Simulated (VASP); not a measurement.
# Pt (Fm-3m) in VASP: a series of runs

Runs on Pt. Level: r2SCAN. Tasks: single point, relaxation of cell and atoms.

Everything below comes from runs of VASP 6.6.1. Logs are shortened: lines on timing, memory, paths and dates and some standing lists are left out, and cuts for length are marked.

### 1 The cell of the first run

It takes space group Fm-3m (No. 225, cubic). Conventional cell: a = 3.941 Å, b = 3.941 Å, c = 3.941 Å, α = 90.00°, β = 90.00°, γ = 90.00°. Within 3.7 Å of Pt (site symmetry m-3m) lie 12 Pt at 2.79 Å.

### 2 Single point, r2SCAN

The input, POSCAR:

```
Pt
1.0
    0.0000000000      1.9704995583      1.9704995583
    1.9704995583      0.0000000000      1.9704995583
    1.9704995583      1.9704995583      0.0000000000
Pt
1
Direct
    0.0000000000      0.0000000000      0.0000000000
```

The input, INCAR.step1:

```
SYSTEM = Pt
PREC = Accurate ; ENCUT = 520
ISMEAR = -1 ; SIGMA = 0.1
LREAL = .FALSE. ; LASPH = .TRUE.
NELM = 100 ; NBANDS = 11
GGA = PE ; ALGO = Normal
EDIFF = 1E-4 ; LWAVE = .TRUE.
LCHARG = .FALSE.
```

The input, INCAR.step2:

```
SYSTEM = Pt
PREC = Accurate ; ENCUT = 520
EDIFF = 1E-7 ; ISMEAR = -1
SIGMA = 0.1 ; LREAL = .FALSE.
LASPH = .TRUE. ; NELM = 100
ALGO = Normal ; ISIF = 2
LWAVE = .FALSE. ; LCHARG = .FALSE.
METAGGA = R2SCAN ; LMIXTAU = .TRUE.
NBANDS = 11 ; ISTART = 1
```

The input, KPOINTS:

```
Automatic mesh
0
G
  14 14 14
  0 0 0
```

Potentials or basis: VASP PAW PBE potentials, release 64 (Pt).

Launch:

```console
> cat potpaw_PBE.64/Pt/POTCAR > POTCAR
> cp INCAR.step1 INCAR
> mpirun -np 1 vasp_std > vasp.out
> cp INCAR.step2 INCAR
> mpirun -np 1 vasp_std > vasp.out
```

OUTCAR:

```text
SYSTEM = Pt
   PREC = Accurate
   ENCUT = 520
   EDIFF = 1E-7
   ISMEAR = -1
   LREAL = .FALSE.
   LASPH = .TRUE.
   NELM = 100
   ISIF = 2
   METAGGA = R2SCAN
   ISTART = 1

 ion  position               nearest neighbor table
   1  0.000  0.000  0.000-

  LATTYP: Found a face centered cubic cell.
 ALAT       =     3.9409991166

  Lattice vectors:

 A1 = (   0.0000000000,   1.9704995583,   1.9704995583)
 A2 = (   1.9704995583,   0.0000000000,   1.9704995583)
 A3 = (   1.9704995583,   1.9704995583,   0.0000000000)

Analysis of symmetry for initial positions (statically):
=====================================================================
 Subroutine PRICEL returns:
 Original cell was already a primitive cell.

 Routine SETGRP: Setting up the symmetry group for a
 face centered cubic supercell.

 Subroutine GETGRP returns: Found 48 space group operations
 (whereof 48 operations were pure point group operations)
 out of a pool of 48 trial point group operations.

The static configuration has the point symmetry O_h .

Analysis of symmetry for dynamics (positions and initial velocities):
=====================================================================
 Subroutine PRICEL returns:
 Original cell was already a primitive cell.

 Routine SETGRP: Setting up the symmetry group for a
 face centered cubic supercell.

 Subroutine GETGRP returns: Found 48 space group operations
 (whereof 48 operations were pure point group operations)
 out of a pool of 48 trial point group operations.

The dynamic configuration has the point symmetry O_h .

 Subroutine INISYM returns: Found 48 space group operations
 (whereof 48 operations are pure point group operations),
 and found     1 'primitive' translations

----------------------------------------------------------------------------------------

                                     Primitive cell

  volume of cell :      15.3024

  direct lattice vectors                    reciprocal lattice vectors
     0.000000000  1.970499558  1.970499558    -0.253742762  0.253742762  0.253742762
     1.970499558  0.000000000  1.970499558     0.253742762 -0.253742762  0.253742762
     1.970499558  1.970499558  0.000000000     0.253742762  0.253742762 -0.253742762

  length of vectors
     2.786707200  2.786707200  2.786707200     0.439495355  0.439495355  0.439495355

  position of ions in fractional coordinates (direct lattice)
     0.000000000  0.000000000  0.000000000

  ion indices of the primitive-cell ions
   primitive index   ion index
                 1           1

----------------------------------------------------------------------------------------

 KPOINTS: Automatic mesh

Automatic generation of k-mesh.
 Grid dimensions read from file:
 generate k-points for:   14   14   14

 Generating k-lattice:

  Cartesian coordinates                     Fractional coordinates (reciprocal lattice)
    -0.018124483  0.018124483  0.018124483     0.071428571  0.000000000  0.000000000
     0.018124483 -0.018124483  0.018124483     0.000000000  0.071428571  0.000000000
     0.018124483  0.018124483 -0.018124483     0.000000000  0.000000000  0.071428571

  Length of vectors
     0.031392525  0.031392525  0.031392525

  Shift w.r.t. Gamma in fractional coordinates (k-lattice)
     0.000000000  0.000000000  0.000000000

 Subroutine IBZKPT returns following result:
 ===========================================

 Found    104 irreducible k-points:

 Following reciprocal coordinates:
            Coordinates               Weight
  0.000000  0.000000  0.000000      1.000000
  0.071429  0.000000  0.000000      8.000000
  0.142857  0.000000  0.000000      8.000000
  0.214286  0.000000  0.000000      8.000000
  0.285714  0.000000  0.000000      8.000000
  0.357143  0.000000  0.000000      8.000000
[... 16 lines left out ...]
  0.214286  0.142857  0.000000     24.000000
  0.285714  0.142857  0.000000     24.000000
 [... further k-points ...]
   k-points           NKPTS =    104   k-points in BZ     NKDIM =    104   number of bands    NBANDS=     11
   number of dos      NEDOS =    301   number of ions     NIONS =      1
   total plane-waves  NPLWV =  13824
   dimension x,y,z NGX =    24 NGY =   24 NGZ =   24
   dimension x,y,z NGXF=    48 NGYF=   48 NGZF=   48
   ions per type =               1
   NGX,Y,Z   is equivalent  to a cutoff of  14.32, 14.32, 14.32 a.u.
   NGXF,Y,Z  is equivalent  to a cutoff of  28.64, 28.64, 28.64 a.u.
 SYSTEM =  Pt
   PREC   = accura    normal or accurate (medium, high low for compatibility)
   ISTART =      1    job   : 0-new  1-cont  2-samecut
   ICHARG =      0    charge: 1-file 2-atom 10-const
   ISPIN  =      1    spin polarized calculation?
   LNONCOLLINEAR =      F non collinear calculations
   LSORBIT =      F    spin-orbit coupling
   LASPH  =      T    aspherical Exc in radial PAW
   ENCUT  =  520.0 eV  38.22 Ry    6.18 a.u.   5.18  5.18  5.18*2*pi/ulx,y,z
   NELM   =    100;   NELMIN=  2; NELMDL=  0     # of ELM steps
   EDIFF  = 0.1E-06   stopping-criterion for ELM
   LREAL  =      F    real-space projection
   EDIFFG = 0.1E-05   stopping-criterion for IOM
   NSW    =      0    number of steps for IOM
   IBRION =     -1    ionic relax: 0-MD 1-quasi-New 2-CG
   NFREE  =      0    steps in history (QN), initial steepest desc. (CG)
   ISIF   =      2    stress and relaxation
   ISYM   =      2    0-nonsym 1-usesym 2-fastsym
   POTIM  = 0.5000    time-step for ionic-motion
   TEBEG  =    0.0;   TEEND  =   0.0 temperature during run
   PSTRESS=    0.0 pullay stress
   NELECT =      10.0000    total number of electrons
   NUPDOWN=      -1.0000    fix difference up-down
   EMIN   =  10.00;   EMAX   =-10.00  energy-range for DOS
   EFERMI =   0.00;   METHOD = LEGACY
   ISMEAR =    -1;   SIGMA  =   0.10  broadening in eV -4-tet -1-fermi 0-gaus
   EFERMI_NEDOS =   21; number of points for ismear=-14 and -15
   IALGO  =     38    algorithm
   IMIX   =      4    mixing-type and parameters
     AMIX     =   0.40;   BMIX     =  1.00
     AMIX_MAG =   1.60;   BMIX_MAG =  1.00
  volume/ion in A,a.u.               =      15.30       103.27
  Fermi-wavevector in a.u.,A,eV,Ry     =   1.420655  2.684648 27.460086  2.018259
  Thomas-Fermi vector in A             =   2.541547
   LORBIT       =      0    0 simple, 1 ext, 2 COOP (PROOUT), +10 PAW based schemes
   METAGGA = R2SCAN    functional components
   LHFCALC =     F    Hartree Fock is set to
   AEXX    =    0.0000 exact exchange contribution
   IVDW    =     0    specifies the selected vdW correction
   LEPSILON=     F    determine dielectric tensor
   LRPA    =     F    only Hartree local field effects (RPA)
 non-spin polarized calculation
  energy-cutoff  :      520.00
  volume of cell :       15.30
 maximum number of plane-waves:       428
 NGX is ok and might be reduce to    24
   NGX = 11   NGY = 11   NGZ = 11

 number of electron      10.0000001 magnetization

 Free energy of the ion-electron system (eV)
  ---------------------------------------------------
  ext. energy  EPLUGINS =         0.00000000
  ---------------------------------------------------
  free energy    TOTEN  =       -51.53500224 eV

  energy without entropy =      -51.48468212  energy(sigma->0) =      -51.50984218

 E-fermi :  10.7339     XC(G=0): -14.5320

 val. band max:       10.7158372240   @ k =  -0.3571   0.3571   0.1429
 cond. band min:      10.7607123812   @ k =   0.5000   0.0000   0.0000
 fundamental gap:      0.0448751572
 Fermi energy:        10.7338806479

 k-point     1 :       0.0000    0.0000    0.0000
  band No.  band energies     occupation
      1       0.4101      2.00000
      2       6.9130      2.00000
      3       6.9130      2.00000
      4       6.9130      2.00000
      5       9.0258      2.00000
      6       9.0258      2.00000
      7      26.2597      0.00000
      8      31.3450      0.00000
      9      31.3450      0.00000
     10      31.3450      0.00000
     11      37.1634      0.00000

 k-point     2 :       0.0714    0.0000    0.0000
  band No.  band energies     occupation
      1       0.6206      2.00000
      2       6.8221      2.00000
      3       6.9953      2.00000
      4       6.9953      2.00000
      5       8.9821      2.00000
      6       8.9821      2.00000
      7      26.5771      0.00000
      8      30.3090      0.00000
      9      31.6599      0.00000
     10      31.6599      0.00000
     11      38.2322      0.00000

 k-point     3 :       0.1429    0.0000    0.0000
  band No.  band energies     occupation
      1       1.2183      2.00000
      2       6.6166      2.00000
      3       7.1847      2.00000
      4       7.1847      2.00000
      5       8.9212      2.00000
      6       8.9212      2.00000
      7      27.3567      0.00000
      8      28.3079      0.00000
      9      32.5522      0.00000
     10      32.5522      0.00000
     11      37.5251      0.00000

 k-point     4 :       0.2143    0.0000    0.0000
  band No.  band energies     occupation
      1       2.0706      2.00000
      2       6.5008      2.00000
      3       7.2991      2.00000
      4       7.2991      2.00000
      5       9.0473      2.00000
      6       9.0473      2.00000
      7      25.9797      0.00000
      8      28.0370      0.00000
      9      33.8099      0.00000
     10      33.8099      0.00000
     11      35.5835      0.00000

 k-point     5 :       0.2857    0.0000    0.0000
  band No.  band energies     occupation
      1       2.8614      2.00000
      2       6.8443      2.00000
      3       7.2087      2.00000
      4       7.2087      2.00000
      5       9.4886      1.99999
      6       9.4886      1.99999
      7      23.3965      0.00000
      8      27.6699      0.00000
      9      34.0962      0.00000
     10      34.0962      0.00000
     11      35.7791      0.00000
[... 211 lines left out ...]
 k-point    21 :      -0.0714    0.0714    0.0000
  band No.  band energies     occupation
      1       0.9623      2.00000
      2       6.6561      2.00000
      3       7.1117      2.00000
      4       7.1600      2.00000
      5       8.7819      2.00000
      6       9.0744      2.00000
      7      27.0645      0.00000
      8      29.3853      0.00000
      9      31.3759      0.00000
     10      32.5301      0.00000
     11      38.3391      0.00000

 k-point    22 :       0.1429    0.1429    0.0000
  band No.  band energies     occupation
      1       1.4970      2.00000
      2       6.2515      2.00000
      3       7.4846      2.00000
      4       7.4846      2.00000
      5       8.3162      2.00000
      6       9.3082      2.00000
      7      27.8881      0.00000
      8      29.7328      0.00000
      9      31.0958      0.00000
     10      31.0958      0.00000
     11      39.1324      0.00000

 k-point    23 :       0.2143    0.1429    0.0000
  band No.  band energies     occupation
      1       2.1642      2.00000
      2       5.9737      2.00000
      3       7.5883      2.00000
      4       7.7478      2.00000
      5       8.2908      2.00000
      6       9.4772      1.99999
      7      28.1233      0.00000
      8      28.7606      0.00000
      9      30.7949      0.00000
     10      31.6066      0.00000
     11      36.4434      0.00000

 k-point    24 :       0.2857    0.1429    0.0000
  band No.  band energies     occupation
      1       3.0086      2.00000
      2       5.8377      2.00000
      3       7.2386      2.00000
      4       7.8420      2.00000
      5       8.9847      2.00000
      6       9.8226      1.99978
      7      25.6643      0.00000
      8      28.9509      0.00000
      9      30.4016      0.00000
     10      31.9404      0.00000
     11      35.9416      0.00000

 [... further k-points ...]

------------------------ aborting loop because EDIFF is reached ----------------------------------------

  FORCE on cell =-STRESS in cart. coord.  units (eV):
  Direction    XX          YY          ZZ          XY          YZ          ZX
  --------------------------------------------------------------------------------------
  -------------------------------------------------------------------------------------
  Total        0.0692720      0.0692720      0.0692720      0.0000000      0.0000000     -0.0000000
  in kB        7.2528566      7.2528566      7.2528566      0.0000000      0.0000000     -0.0000000
  external PRESSURE =       7.2528566 kB  Pullay stress =       0.0000000 kB

 VOLUME and BASIS-vectors are now :
 -----------------------------------------------------------------------------
  energy-cutoff  :      520.00
  volume of cell :       15.30
      direct lattice vectors                 reciprocal lattice vectors
     0.000000000  1.970499558  1.970499558    -0.253742762  0.253742762  0.253742762
     1.970499558  0.000000000  1.970499558     0.253742762 -0.253742762  0.253742762
     1.970499558  1.970499558  0.000000000     0.253742762  0.253742762 -0.253742762

 POSITION                                       TOTAL-FORCE (eV/Angst)
 -----------------------------------------------------------------------------------
      0.00000      0.00000      0.00000        -0.000000      0.000000     -0.000000
 -----------------------------------------------------------------------------------
    total drift:                                0.000000      0.000000     -0.000000

  FREE ENERGIE OF THE ION-ELECTRON SYSTEM (eV)
  ---------------------------------------------------
  free  energy   TOTEN  =       -51.5350022392 eV

  energy  without entropy=      -51.4846821191  energy(sigma->0) =      -51.50984218
```

Run time: 76 s. Hardware: 1 thread of Intel Xeon 8259CL, shared host; peak memory 0.16 GiB.

Results:

| Property | Result |
| --- | --- |
| Free energy | -51.5350 eV |
| Pressure | 0.7 GPa |
| Band gap on the k mesh | zero (bands 5 and 6 overlap by 2.33 eV) |

Caveat: the PAW data sets were made with another functional, which shifts forces and pressure a little; spin-orbit coupling is left out, which moves the levels of the heavy elements.

(Continued in part 2 of 2.)
